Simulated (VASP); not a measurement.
# TiAl (Amm2) in VASP: further runs, part 2 of 2

VASP 6.6.1. The steps go on from the part before.

## (3) Single point, r2SCAN (strain +0.0750 x Voigt [0, 1, 0, 0, 0, 0])

Input file POSCAR:

```
TiAl
1.0
    2.8672622327      0.0000000000      0.0000000000
   -1.4336311163      2.6693560778      0.0000000000
    0.0000000000      0.0000000000      4.6780830000
Ti Al
1 1
Direct
    0.0000000000      0.0000000000      0.0000000000
    0.3333333333      0.6666666667      0.5000000000
```

Input file INCAR.step1:

```
  PREC = Accurate
  ENCUT = 550
  ISMEAR = 0
  SIGMA = 0.15
  LREAL = F
  LASPH = T
  NELM = 120
  NBANDS = 14
  GGA = PE
  ALGO = Normal
  EDIFF = 1E-5
  LWAVE = T
  LCHARG = F
  GGA_COMPAT = F
```

Input file INCAR.step2:

```
  PREC = Accurate
  ENCUT = 550
  EDIFF = 1E-6
  ISMEAR = 0
  SIGMA = 0.15
  LREAL = F
  LASPH = T
  NELM = 120
  ALGO = Normal
  ISIF = 2
  LWAVE = F
  LCHARG = F
  METAGGA = R2SCAN
  LMIXTAU = T
  NBANDS = 14
  ISTART = 1
  GGA_COMPAT = F
```

Input file KPOINTS:

```
regular mesh
0
Gamma
  18 18 10
```

Potentials or basis: VASP PAW PBE potentials, release 64 (Ti_sv, Al).

On the command line:

```sh
$ cat potpaw_PBE.64/Ti_sv/POTCAR potpaw_PBE.64/Al/POTCAR > POTCAR
$ cp INCAR.step1 INCAR
$ mpirun -np 1 vasp_std > vasp.out
$ cp INCAR.step2 INCAR
$ mpirun -np 1 vasp_std > vasp.out
```

OUTCAR:

```text
PREC = Accurate
   ENCUT = 550
   EDIFF = 1E-6
   ISMEAR = 0
   LREAL = F
   LASPH = T
   NELM = 120
   ISIF = 2
   METAGGA = R2SCAN
   ISTART = 1

 ion  position               nearest neighbor table
   1  0.000  0.000  0.000-   2 2.88   2 2.88   2 2.88   2 2.88   2 2.94   2 2.94
   2  0.333  0.667  0.500-   1 2.88   1 2.88   1 2.88   1 2.88   1 2.94   1 2.94

  LATTYP: Found a base centered orthorhombic cell.
 ALAT       =     2.8672622327
 B/A-ratio  =     1.8619546181
 C/A-ratio  =     1.6315504549

  Lattice vectors:

 A1 = (   1.4336311163,  -2.6693560778,   0.0000000000)
 A2 = (   1.4336311164,   2.6693560778,   0.0000000000)
 A3 = (   0.0000000000,   0.0000000000,   4.6780830000)

Analysis of symmetry for initial positions (statically):
=====================================================================
 Subroutine PRICEL returns:
 Original cell was already a primitive cell.

 Routine SETGRP: Setting up the symmetry group for a
 base centered orthorhombic supercell.

 Subroutine GETGRP returns: Found  4 space group operations
 (whereof  4 operations were pure point group operations)
 out of a pool of  8 trial point group operations.

The static configuration has the point symmetry C_2v.

Analysis of symmetry for dynamics (positions and initial velocities):
=====================================================================
 Subroutine PRICEL returns:
 Original cell was already a primitive cell.

 Routine SETGRP: Setting up the symmetry group for a
 base centered orthorhombic supercell.

 Subroutine GETGRP returns: Found  4 space group operations
 (whereof  4 operations were pure point group operations)
 out of a pool of  8 trial point group operations.

The dynamic configuration has the point symmetry C_2v.

 Subroutine INISYM returns: Found  4 space group operations
 (whereof  4 operations are pure point group operations),
 and found     1 'primitive' translations

----------------------------------------------------------------------------------------

                                     Primitive cell

  volume of cell :      35.8048

  direct lattice vectors                    reciprocal lattice vectors
     2.867262233  0.000000000  0.000000000     0.348764751  0.187311091  0.000000000
    -1.433631116  2.669356078  0.000000000     0.000000000  0.374622183  0.000000000
     0.000000000  0.000000000  4.678083000     0.000000000  0.000000000  0.213762774

  length of vectors
     2.867262233  3.029976905  4.678083000     0.395881670  0.374622183  0.213762774

  position of ions in fractional coordinates (direct lattice)
     0.000000000  0.000000000  0.000000000
     0.333333333  0.666666667  0.500000000

  ion indices of the primitive-cell ions
   primitive index   ion index
                 1           1
                 2           2

----------------------------------------------------------------------------------------

 KPOINTS: regular mesh

Automatic generation of k-mesh.
 Grid dimensions read from file:
 generate k-points for:   18   18   10

 Generating k-lattice:

  Cartesian coordinates                     Fractional coordinates (reciprocal lattice)
[... 41 lines left out ...]
 [... further k-points ...]
   k-points           NKPTS =    546   k-points in BZ     NKDIM =    546   number of bands    NBANDS=     14
   number of dos      NEDOS =    301   number of ions     NIONS =      2
   total plane-waves  NPLWV =  20736
   dimension x,y,z NGX =    24 NGY =   24 NGZ =   36
   dimension x,y,z NGXF=    48 NGYF=   48 NGZF=   72
   ions per type =               1   1
   NGX,Y,Z   is equivalent  to a cutoff of  13.92, 13.17, 12.79 a.u.
   NGXF,Y,Z  is equivalent  to a cutoff of  27.83, 26.34, 25.59 a.u.
 SYSTEM =  unknown system
   PREC   = accura    normal or accurate (medium, high low for compatibility)
   ISTART =      1    job   : 0-new  1-cont  2-samecut
   ICHARG =      0    charge: 1-file 2-atom 10-const
   ISPIN  =      1    spin polarized calculation?
   LNONCOLLINEAR =      F non collinear calculations
   LSORBIT =      F    spin-orbit coupling
   LASPH  =      T    aspherical Exc in radial PAW
   ENCUT  =  550.0 eV  40.42 Ry    6.36 a.u.   5.48  5.79  8.95*2*pi/ulx,y,z
   NELM   =    120;   NELMIN=  2; NELMDL=  0     # of ELM steps
   EDIFF  = 0.1E-05   stopping-criterion for ELM
   LREAL  =      F    real-space projection
   EDIFFG = 0.1E-04   stopping-criterion for IOM
   NSW    =      0    number of steps for IOM
   IBRION =     -1    ionic relax: 0-MD 1-quasi-New 2-CG
   NFREE  =      0    steps in history (QN), initial steepest desc. (CG)
   ISIF   =      2    stress and relaxation
   ISYM   =      2    0-nonsym 1-usesym 2-fastsym
   POTIM  = 0.5000    time-step for ionic-motion
   TEBEG  =    0.0;   TEEND  =   0.0 temperature during run
   PSTRESS=    0.0 pullay stress
   NELECT =      15.0000    total number of electrons
   NUPDOWN=      -1.0000    fix difference up-down
   EMIN   =  10.00;   EMAX   =-10.00  energy-range for DOS
   EFERMI =   0.00;   METHOD = LEGACY
   ISMEAR =     0;   SIGMA  =   0.15  broadening in eV -4-tet -1-fermi 0-gaus
   EFERMI_NEDOS =   21; number of points for ismear=-14 and -15
   IALGO  =     38    algorithm
   IMIX   =      4    mixing-type and parameters
     AMIX     =   0.40;   BMIX     =  1.00
     AMIX_MAG =   1.60;   BMIX_MAG =  1.00
  volume/ion in A,a.u.               =      17.90       120.81
  Fermi-wavevector in a.u.,A,eV,Ry     =   1.224968  2.314853 20.416166  1.500546
  Thomas-Fermi vector in A             =   2.360023
   LORBIT       =      0    0 simple, 1 ext, 2 COOP (PROOUT), +10 PAW based schemes
   METAGGA = R2SCAN    functional components
   LHFCALC =     F    Hartree Fock is set to
   AEXX    =    0.0000 exact exchange contribution
   IVDW    =     0    specifies the selected vdW correction
   LEPSILON=     F    determine dielectric tensor
   LRPA    =     F    only Hartree local field effects (RPA)
 non-spin polarized calculation
 Gauss-broadening in eV      SIGMA  =   0.15
  energy-cutoff  :      550.00
  volume of cell :       35.80
 maximum number of plane-waves:      1067
 NGX is ok and might be reduce to    24
   NGX = 11   NGY = 11   NGZ = 17

 number of electron      14.9999997 magnetization

 Free energy of the ion-electron system (eV)
  ---------------------------------------------------
  ext. energy  EPLUGINS =         0.00000000
  ---------------------------------------------------
  free energy    TOTEN  =       -20.14841767 eV

  energy without entropy =      -20.12062571  energy(sigma->0) =      -20.13452169

 E-fermi :   7.1392     XC(G=0): -11.4241

 val. band max:        7.1374892235   @ k =   0.0556   0.2222   0.5000
 cond. band min:       7.1414473869   @ k =   0.3889   0.0556   0.4000
 fundamental gap:      0.0039581634
 Fermi energy:         7.1391842604

 k-point     1 :       0.0000    0.0000    0.0000
  band No.  band energies     occupation
      1     -51.9414      2.00000
      2     -27.2030      2.00000
      3     -26.9078      2.00000
      4     -26.8228      2.00000
      5      -1.9341      2.00000
      6       4.9162      2.00000
      7       5.3494      2.00000
      8       7.9893      0.00000
      9       8.8540      0.00000
     10       9.6990      0.00000
     11       9.9348      0.00000
     12      11.3421      0.00000
     13      18.6950      0.00000
     14      19.5621      0.00000
[... 377 lines left out ...]
      1     -51.9011      2.00000
      2     -27.1626      2.00000
      3     -27.0967      2.00000
      4     -26.9481      2.00000
      5      -0.2899      2.00000
      6       5.5799      2.00000
      7       6.2184      2.00000
      8       7.4906      0.00092
      9       9.3145      0.00000
     10       9.3851      0.00000
     11      10.4622      0.00000
     12      11.5639      0.00000
     13      13.0459      0.00000
     14      15.3591      0.00000

 [... further k-points ...]

------------------------ aborting loop because EDIFF is reached ----------------------------------------

  FORCE on cell =-STRESS in cart. coord.  units (eV):
  Direction    XX          YY          ZZ          XY          YZ          ZX
  --------------------------------------------------------------------------------------
  -------------------------------------------------------------------------------------
  Total       -0.9789765     -2.6151961     -1.4220353     -0.0000000      0.0000000      0.0000000
  in kB      -43.8067472   -117.0234763    -63.6325201     -0.0000000      0.0000000      0.0000000
  external PRESSURE =     -74.8209145 kB  Pullay stress =       0.0000000 kB

 VOLUME and BASIS-vectors are now :
 -----------------------------------------------------------------------------
  energy-cutoff  :      550.00
  volume of cell :       35.80
      direct lattice vectors                 reciprocal lattice vectors
     2.867262233  0.000000000  0.000000000     0.348764751  0.187311091  0.000000000
    -1.433631116  2.669356078  0.000000000     0.000000000  0.374622183  0.000000000
     0.000000000  0.000000000  4.678083000     0.000000000  0.000000000  0.213762774

 POSITION                                       TOTAL-FORCE (eV/Angst)
 -----------------------------------------------------------------------------------
      0.00000      0.00000      0.00000         0.000000      0.174700      0.000000
     -0.00000      1.77957      2.33904        -0.000000     -0.174700      0.000000
 -----------------------------------------------------------------------------------
    total drift:                                0.000000      0.000479     -0.000000

  FREE ENERGIE OF THE ION-ELECTRON SYSTEM (eV)
  ---------------------------------------------------
  free  energy   TOTEN  =       -20.1484176729 eV

  energy  without entropy=      -20.1206257136  energy(sigma->0) =      -20.13452169
```

OSZICAR.step1:

```text
N       E                     dE             d eps       ncg     rms          rms(c)
DAV:   1     0.101047456709E+03    0.10105E+03   -0.72977E+03 15300   0.111E+03
DAV:   2    -0.768598082566E+01   -0.10873E+03   -0.10476E+03 15858   0.301E+02
DAV:   3    -0.135387226863E+02   -0.58527E+01   -0.57246E+01 23584   0.667E+01
DAV:   4    -0.137179293340E+02   -0.17921E+00   -0.17887E+00 17418   0.103E+01
DAV:   5    -0.137247620143E+02   -0.68327E-02   -0.68321E-02 23100   0.190E+00    0.886E+00
DAV:   6    -0.123845322435E+02    0.13402E+01   -0.71331E+00 17674   0.311E+01    0.403E+00
DAV:   7    -0.120574527226E+02    0.32708E+00   -0.10032E+00 16852   0.113E+01    0.179E+00
DAV:   8    -0.120319640585E+02    0.25489E-01   -0.19461E-01 16890   0.508E+00    0.935E-01
DAV:   9    -0.120280653448E+02    0.38987E-02   -0.74290E-02 16548   0.376E+00    0.482E-01
DAV:  10    -0.120231131333E+02    0.49522E-02   -0.10711E-02 16912   0.130E+00    0.677E-02
DAV:  11    -0.120231941482E+02   -0.81015E-04   -0.12744E-03 20796   0.337E-01    0.707E-02
DAV:  12    -0.120231728121E+02    0.21336E-04   -0.63745E-05 16998   0.853E-02    0.365E-02
DAV:  13    -0.120231637155E+02    0.90966E-05   -0.12710E-05 14600   0.404E-02
   1 F= -.12023164E+02 E0= -.12007747E+02  d E =-.308334E-01
```

Wall time 13 min (1 thread of AMD EPYC 9R45 (Zen 5), shared host); peak memory 0.38 GiB.

What came out:

| Quantity | Value |
| --- | --- |
| Free energy | -20.1484 eV |
| Pressure | -7.5 GPa |
| Largest force | 0.175 eV/Å |
| Band gap on the k mesh | zero (an odd number of electrons rules out a gap without spin polarisation) |

Forces in eV/Å, atoms in the order of the input:
```
Ti   0.000  0.175  0.000
Al   0.000 -0.175  0.000
```

Caveat: the cell differs from its parent crystal (strain +0.0750 x Voigt [0, 1, 0, 0, 0, 0]); the stress differs along the axes, from -12 to -4 GPa; the PAW data sets were made with another functional, which shifts forces and pressure a little.
